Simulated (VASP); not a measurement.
# Ir3Cl in VASP: further runs, part 2 of 2

VASP 6.6.1. Earlier steps stand in the parts before.

## Step 4: Single point, PBE

Contents of INCAR:

```
SYSTEM = Ir3Cl
PREC = Accurate ; ENCUT = 520
EDIFF = 1E-6 ; ISMEAR = 0
SIGMA = 0.1 ; LREAL = .False.
LASPH = .True. ; NELM = 80
ALGO = Normal ; ISIF = 2
LWAVE = .False. ; LCHARG = .True.
LDIPOL = .True. ; IDIPOL = 3
DIPOL = 0.5 0.5 0.358 ; GGA = PE
LELF = .True. ; LVHAR = .True.
LVACPOTAV = .True. ; NBANDS = 25
```

Contents of KPOINTS:

```
Automatic mesh
0
Gamma
  10 10 1
  0 0 0
```

Contents of POSCAR:

```
Ir3Cl
1.0
    2.7367600872      0.0000000000      0.0000000000
    0.0000000000      2.7367600872      0.0000000000
    0.0000000000      0.0000000000     19.1883373024
Ir Cl
3 1
Direct
    0.5000000000      0.5000000000      0.2084599586
    0.0000000000      0.0000000000      0.3045662598
    0.5000000000      0.5000000000      0.4006776190
    0.5000000000      0.5000000000      0.5183582115
```

Potentials or basis: VASP PAW PBE potentials, release 64 (Ir, Cl).

On the command line:

```console
$ cat potpaw_PBE.64/Ir/POTCAR potpaw_PBE.64/Cl/POTCAR > POTCAR
$ mpirun -np 1 vasp_std > vasp.out
```

OUTCAR:

```text
SYSTEM = Ir3Cl
   PREC = Accurate
   ENCUT = 520
   EDIFF = 1E-6
   ISMEAR = 0
   LREAL = .False.
   LASPH = .True.
   NELM = 80
   ISIF = 2
   GGA = PE

 ion  position               nearest neighbor table
   1  0.500  0.500  0.208-   2 2.67   2 2.67   2 2.67   2 2.67
   2  0.000  0.000  0.305-   1 2.67   1 2.67   1 2.67   1 2.67   3 2.67   3 2.67   3 2.67   3 2.67

   3  0.500  0.500  0.401-   4 2.26   2 2.67   2 2.67   2 2.67   2 2.67
   4  0.500  0.500  0.518-   3 2.26

  LATTYP: Found a simple tetragonal cell.
[... 787 lines left out ...]
  -------------------------------------------------------------------------------------
  Total        1.3916867      1.3916867      1.7520977      0.0000000     -0.0000000      0.0000000
  in kB       15.5146237     15.5146237     19.5325116      0.0000000     -0.0000000      0.0000000
  external PRESSURE =      16.8539197 kB  Pullay stress =       0.0000000 kB

 VOLUME and BASIS-vectors are now :
 -----------------------------------------------------------------------------
  energy-cutoff  :      520.00
  volume of cell :      143.72
      direct lattice vectors                 reciprocal lattice vectors
     2.736760087  0.000000000  0.000000000     0.365395566  0.000000000  0.000000000
     0.000000000  2.736760087  0.000000000     0.000000000  0.365395566  0.000000000
     0.000000000  0.000000000 19.188337302     0.000000000  0.000000000  0.052114990

 POSITION                                       TOTAL-FORCE (eV/Angst)
 -----------------------------------------------------------------------------------
      1.36838      1.36838      4.00000         0.000000      0.000000     -0.394992
      0.00000      0.00000      5.84412        -0.000000     -0.000000     -0.143561
      1.36838      1.36838      7.68834        -0.000000      0.000000      0.510002
      1.36838      1.36838      9.94643        -0.000000      0.000000      0.028551
 -----------------------------------------------------------------------------------
    total drift:                                0.000000      0.000000      0.000211

  FREE ENERGIE OF THE ION-ELECTRON SYSTEM (eV)
  ---------------------------------------------------
  free  energy   TOTEN  =       -26.5618546433 eV

  energy  without entropy=      -26.5444744192  energy(sigma->0) =      -26.55316453

 vacuum level on the upper side and lower side of the slab         5.759         5.869
```

stdout:

```text
POSCAR found type information on POSCAR IrCl
 POSCAR found :  2 types and       4 ions
 scaLAPACK will be used
 LDA part: xc-table for (Slater+PW92), standard interpolation
 POSCAR, INCAR and KPOINTS ok, starting setup
 FFT: planning ... GRIDC
 FFT: planning ... GRID_SOFT
 FFT: planning ... GRID
 WAVECAR not read
 entering main loop
 -----------------------------------------------------------------------------
|                                                                             |
|           W    W    AA    RRRRR   N    N  II  N    N   GGGG   !!!           |
|           W    W   A  A   R    R  NN   N  II  NN   N  G    G  !!!           |
|           W    W  A    A  R    R  N N  N  II  N N  N  G       !!!           |
|           W WW W  AAAAAA  RRRRR   N  N N  II  N  N N  G  GGG   !            |
|           WW  WW  A    A  R   R   N   NN  II  N   NN  G    G                |
|           W    W  A    A  R    R  N    N  II  N    N   GGGG   !!!           |
|                                                                             |
|     Did not find any points to average over, which means that no vacuum     |
|     field-free region was found. Please increase the size of  your cell     |
|     in the dimension of the dipole correction to obtain accurate            |
|     workfunction values.                                                    |
|                                                                             |
 -----------------------------------------------------------------------------
```

Run time: 61 s. Hardware: 1 thread of Intel Xeon 6975P-C (Granite Rapids), shared host; peak memory 0.25 GiB.

What came out:

```
Free energy            : -26.5619 eV
Largest force          : 0.510 eV/Å
Band gap on the k mesh : zero (bands 17 and 18 overlap by 2.33 eV)
```

Forces on the atoms (eV/Å):
```
Ir   0.000  0.000 -0.395
Ir   0.000  0.000 -0.144
Ir   0.000  0.000  0.510
Cl   0.000  0.000  0.029
```

Caveat: spin-orbit coupling is left out, which moves the levels of the heavy elements.

## Step 5: Single point, PBE

Contents of INCAR:

```
PREC     = Accurate       # precision mode
ENCUT    = 520            # plane-wave cutoff, eV
EDIFF    = 1E-7           # SCF threshold, eV
ISMEAR   = 0              # smearing method
SIGMA    = 0.1            # smearing width, eV
LREAL    = F              # projectors in reciprocal space
LASPH    = T              # aspherical terms in the spheres
NELM     = 100            # most SCF steps
ALGO     = Normal         # electronic algorithm
ISIF     = 2              # what is computed and relaxed
LWAVE    = F              # write WAVECAR
LCHARG   = T              # write CHGCAR
LDIPOL   = T            
IDIPOL   = 3            
DIPOL    = 0.5 0.5 0.354
GGA      = PE             # functional
LELF     = T              # ELF
LVHAR    = T            
LVACPOTAV= T            
NBANDS   = 25             # bands
```

Contents of KPOINTS:

```
regular mesh
0
Gamma
  10 10 1
```

POSCAR, as its differences from that of step 4:

```diff
@@ -11,2 +11,2 @@
     0.5000000000      0.5000000000      0.4006776190
-    0.5000000000      0.5000000000      0.5183582115
+    1.0000000000      1.0000000000      0.5035167966
```

On the command line:

```console
$ cat potpaw_PBE.64/Ir/POTCAR potpaw_PBE.64/Cl/POTCAR > POTCAR
$ mpirun -np 1 vasp_std > vasp.out
```

It took 70 s on 1 thread of Intel Xeon 6975P-C (Granite Rapids), shared host; peak memory 0.25 GiB.

Results (log left out):

```
Free energy            : -25.7225 eV
Largest force          : 0.104 eV/Å
Band gap on the k mesh : zero (bands 17 and 18 overlap by 1.73 eV)
```

Forces on the atoms (eV/Å):
```
Ir   0.000  0.000 -0.104
Ir   0.000  0.000 -0.007
Ir   0.000  0.000  0.102
Cl   0.000  0.000  0.008
```

Levels at points of the mesh, in eV from the Fermi level:
| k point | band 13 | band 14 | band 15 | band 16 | band 17 | band 18 | band 19 | band 20 | band 21 | band 22 |
| --- | --- | --- | --- | --- | --- | --- | --- | --- | --- | --- |
| (0.00, 0.00, 0.00) | -1.78 | -1.37 | -1.19 | -0.33 | -0.33 | 0.17 | 0.72 | 0.91 | 1.08 | 1.08 |
| (0.50, 0.00, 0.00) | -1.95 | -0.88 | -0.81 | -0.06 | 0.21 | 0.69 | 0.71 | 1.61 | 2.40 | 3.04 |
| (0.50, 0.50, 0.00) | -0.14 | -0.14 | 0.16 | 0.29 | 1.05 | 1.63 | 2.10 | 3.61 | 3.61 | 5.26 |

Caveat: spin-orbit coupling is left out, which moves the levels of the heavy elements.

## Step 6: Relaxation of the atoms, PBE

Contents of INCAR:

```
PREC     = Accurate       # precision mode
ENCUT    = 520            # plane-wave cutoff, eV
EDIFF    = 1E-7           # SCF threshold, eV
ISMEAR   = 0              # smearing method
SIGMA    = 0.1            # smearing width, eV
LREAL    = False          # projectors in reciprocal space
LASPH    = True           # aspherical terms in the spheres
NELM     = 100            # most SCF steps
ALGO     = Normal         # electronic algorithm
ISIF     = 2              # what is computed and relaxed
LWAVE    = False          # write WAVECAR
LCHARG   = False          # write CHGCAR
LDIPOL   = True         
IDIPOL   = 3            
DIPOL    = 0.5 0.5 0.360
GGA      = PE             # functional
IBRION   = 2              # ionic algorithm
NSW      = 36             # ionic steps
EDIFFG   = -0.025         # ionic threshold
```

KPOINTS is that of step 5.

Contents of POSCAR:

```
Ir3Cl
1.0
    2.7367600872      0.0000000000      0.0000000000
    0.0000000000      2.7367600872      0.0000000000
    0.0000000000      0.0000000000     19.1883373425
Ir Cl
3 1
Selective dynamics
Direct
    0.5000000000      0.5000000000      0.2084599582  F F F
    0.0000000000      0.0000000000      0.3045662601  F F F
    0.5000000000      0.5000000000      0.4006776202  F F F
    0.5000000000      0.5000000000      0.5278381947  F F T
```

Potentials or basis: VASP PAW PBE potentials, release 64 (Ir, Cl).

On the command line:

```console
$ cat potpaw_PBE.64/Ir/POTCAR potpaw_PBE.64/Cl/POTCAR > POTCAR
$ mpirun -np 1 vasp_std > vasp.out
```

OUTCAR:

```text
PREC = Accurate
   ENCUT = 520
   EDIFF = 1E-7
   ISMEAR = 0
   LREAL = False
   LASPH = True
   NELM = 100
   ISIF = 2
   GGA = PE
   IBRION = 2
   NSW = 36
   EDIFFG = -0.025

 ion  position               nearest neighbor table
   1  0.500  0.500  0.208-   2 2.67   2 2.67   2 2.67   2 2.67
   2  0.000  0.000  0.305-   1 2.67   1 2.67   1 2.67   1 2.67   3 2.67   3 2.67   3 2.67   3 2.67

   3  0.500  0.500  0.401-   4 2.44   2 2.67   2 2.67   2 2.67   2 2.67
   4  0.500  0.500  0.528-   3 2.44

  LATTYP: Found a simple tetragonal cell.
 ALAT       =     2.7367600872
 C/A-ratio  =     7.0113333764

  Lattice vectors:

 A1 = (   2.7367600872,   0.0000000000,   0.0000000000)
 A2 = (   0.0000000000,   2.7367600872,   0.0000000000)
 A3 = (   0.0000000000,   0.0000000000,  19.1883373425)

Analysis of symmetry for initial positions (statically):
=====================================================================
 Subroutine PRICEL returns:
 Original cell was already a primitive cell.

 Routine SETGRP: Setting up the symmetry group for a
 simple tetragonal supercell.

 Subroutine GETGRP returns: Found  8 space group operations
 (whereof  8 operations were pure point group operations)
 out of a pool of 16 trial point group operations.

The static configuration has the point symmetry C_4v.

Analysis of symmetry for dynamics (positions and initial velocities):
=====================================================================
 Subroutine PRICEL returns:
[... 180 lines left out ...]
  Total        0.7840982      0.7840982     -1.9793507      0.0000000      0.0000000      0.0000000
  in kB        8.7411837      8.7411837    -22.0659450      0.0000000      0.0000000      0.0000000
  external PRESSURE =      -1.5278592 kB  Pullay stress =       0.0000000 kB
[... 57 lines left out ...]
  FREE ENERGIE OF THE ION-ELECTRON SYSTEM (eV)
  ---------------------------------------------------
  free  energy   TOTEN  =       -26.4952095809 eV

  energy  without entropy=      -26.4802638905  energy(sigma->0) =      -26.48773674

 dipolmoment           0.000000      0.000000      0.031323 electrons x Angstroem

--------------------------------------- Ionic step        3  -------------------------------------------

 number of electron      33.9999999 magnetization

------------------------ aborting loop because EDIFF is reached ----------------------------------------
[... 35 lines left out ...]
 number of electron      33.9999999 magnetization

------------------------ aborting loop because EDIFF is reached ----------------------------------------

 vacuum level on the upper side and lower side of the slab       (xc-potential included)        -0.185        -0.097

  FORCE on cell =-STRESS in cart. coord.  units (eV):
  Direction    XX          YY          ZZ          XY          YZ          ZX
  --------------------------------------------------------------------------------------
  -------------------------------------------------------------------------------------
  Total        1.3740003      1.3740003      1.5926781      0.0000000      0.0000000      0.0000000
  in kB       15.3174548     15.3174548     17.7552904      0.0000000      0.0000000      0.0000000
  external PRESSURE =      16.1300667 kB  Pullay stress =       0.0000000 kB
[... 25 lines left out ...]
--------------------------------------- Ionic step        5  -------------------------------------------

 number of electron      33.9999999 magnetization

 dipolmoment           0.000000      0.000000     -0.004419 electrons x Angstroem

 Free energy of the ion-electron system (eV)
  ---------------------------------------------------
  ext. energy  EPLUGINS =         0.00000000
  ---------------------------------------------------
  free energy    TOTEN  =       -26.56188539 eV

  energy without entropy =      -26.54453767  energy(sigma->0) =      -26.55321153

 E-fermi :   0.5477     XC(G=0):  -6.2534

 val. band max:        0.5237172931   @ k =   0.3000   0.1000   0.0000
 cond. band min:       0.5639865833   @ k =   0.1000   0.1000   0.0000
 fundamental gap:      0.0402692902
 Fermi energy:         0.5476932849

 k-point     1 :       0.0000    0.0000    0.0000
  band No.  band energies     occupation
      1     -16.4975      2.00000
      2      -9.2937      2.00000
      3      -6.6242      2.00000
      4      -6.4962      2.00000
      5      -6.1780      2.00000
      6      -5.3982      2.00000
[... 493 lines left out ...]
     20       4.3002      0.00000
     21       4.3002      0.00000

------------------------ aborting loop because EDIFF is reached ----------------------------------------

 vacuum level on the upper side and lower side of the slab       (xc-potential included)        -0.069         0.032

  FORCE on cell =-STRESS in cart. coord.  units (eV):
  Direction    XX          YY          ZZ          XY          YZ          ZX
  --------------------------------------------------------------------------------------
  -------------------------------------------------------------------------------------
  Total        1.3857880      1.3857880      1.6987776      0.0000000      0.0000000      0.0000000
  in kB       15.4488654     15.4488654     18.9380954      0.0000000      0.0000000      0.0000000
  external PRESSURE =      16.6119421 kB  Pullay stress =       0.0000000 kB
[... 19 lines left out ...]
  FREE ENERGIE OF THE ION-ELECTRON SYSTEM (eV)
  ---------------------------------------------------
  free  energy   TOTEN  =       -26.5618853906 eV

  energy  without entropy=      -26.5445376706  energy(sigma->0) =      -26.55321153

 reached required accuracy - stopping structural energy minimisation

 vacuum level on the upper side and lower side of the slab         5.737         5.805
```

Run time: 7.1 min. Hardware: 1 thread of AMD EPYC 7R13, shared host; peak memory 0.24 GiB.

Results:

```yaml
Free_energy: -26.5619 eV
Energy_gained_by_relaxing: 33.8 meV/atom
Ionic_steps: 5
Band_gap_on_the_k_mesh: zero (bands 17 and 18 overlap by 2.33 eV)
```

The path:
| step | energy change (eV) | largest force on free atoms (eV/Å) | pressure (GPa) |
| --- | --- | --- | --- |
| 1 | 0.0000 | 1.2528 | -0.15 |
| 2 | -0.0686 | 0.9939 | 0.32 |
| 3 | -0.1350 | 0.0797 | 1.74 |
| 4 | -0.1352 | 0.0323 | 1.61 |
| 5 | -0.1353 | 0.0102 | 1.66 |

Final structure:
```
CELL_PARAMETERS angstrom
2.73676 0.00000 0.00000
0.00000 2.73676 0.00000
0.00000 0.00000 19.18834
ATOMIC_POSITIONS crystal
Ir 0.50000 0.50000 0.20846
Ir 0.00000 0.00000 0.30457
Ir 0.50000 0.50000 0.40068
Cl 0.50000 0.50000 0.51844
```

Levels at points of the mesh, in eV from the Fermi level:
| k point | band 14 | band 15 | band 16 | band 17 | band 18 | band 19 | band 20 | band 21 |
| --- | --- | --- | --- | --- | --- | --- | --- | --- |
| (0.00, 0.00, 0.00) | -1.03 | -0.98 | -0.13 | -0.13 | 0.37 | 1.01 | 1.07 | 1.19 |
| (0.50, 0.00, 0.00) | -1.46 | -1.10 | 0.39 | 0.65 | 0.67 | 0.87 | 1.20 | 2.56 |
| (0.50, 0.50, 0.00) | -0.12 | 0.22 | 1.29 | 1.64 | 1.81 | 2.23 | 3.75 | 3.75 |

Caveat: spin-orbit coupling is left out, which moves the levels of the heavy elements.

## Step 7: The runs side by side

```tsv
task	cell	cutoff (eV)	atoms held fixed (from 0)	gap on the mesh (eV)	largest force (eV/Å)
relaxation of the atoms	atoms relaxed, atomic positions A	450	[0, 1, 2, 3]	none	-
relaxation of the atoms	atoms relaxed, atomic positions B	520	[0, 1, 2, 3]	none	-
single point	as given, atomic positions C	520	-	none	0.51
single point	as given, atomic positions D	520	-	none	0.10
relaxation of the atoms	atoms relaxed, atomic positions A	520	[0, 1, 2, 3]	none	-
```

Alike in all rows: level PBE; potentials or basis VASP PAW PBE potentials, release 64 (Ir, Cl); no spin polarisation; k mesh 10 × 10 × 1; smearing gaussian 0.1 eV.

Caveats: spin-orbit coupling is left out, which moves the levels of the heavy elements.

Absolute energies hang on the potentials; compare differences alone.
